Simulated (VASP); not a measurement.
Crystal: Co.

```
CELL_PARAMETERS angstrom
2.47200 0.00000 0.00000
-1.23600 2.14081 0.00000
0.00000 0.00000 4.02114
ATOMIC_POSITIONS crystal
Co 0.66667 0.33333 0.75000
Co 0.33333 0.66667 0.25000
```

Base run:

| Item | Value |
| --- | --- |
| Program | VASP 6.6.1 |
| Functional | PBEsol |
| Potentials or basis | VASP PAW PBE potentials, release 64 (Co) |
| Cutoff | 520 eV |
| k mesh | 10 × 10 × 6 |
| Occupations | fermi-dirac, width 0.05 eV |
| Spin | collinear spin, ferromagnetic start |
| Starting moments | [0.5, 0.5] μB |
| Fixed moment | 1 μB |

Its results: pressure -17.1 GPa; site moments Co +0.51 μB.

**Question.** The run is repeated on the same cell with these changes: fixed moment from 1 μB to 2 μB; moments at the start from [0.5, 0.5] to [1.0, 1.0]. What comes out?

**Answer.** Pressure -13.6 GPa; site moments Co +1.01 μB.

Caveats: the cell stands under tension; the PAW data sets were made with another functional, which shifts forces and pressure a little; the total moment is fixed, so each spin has its own Fermi level.
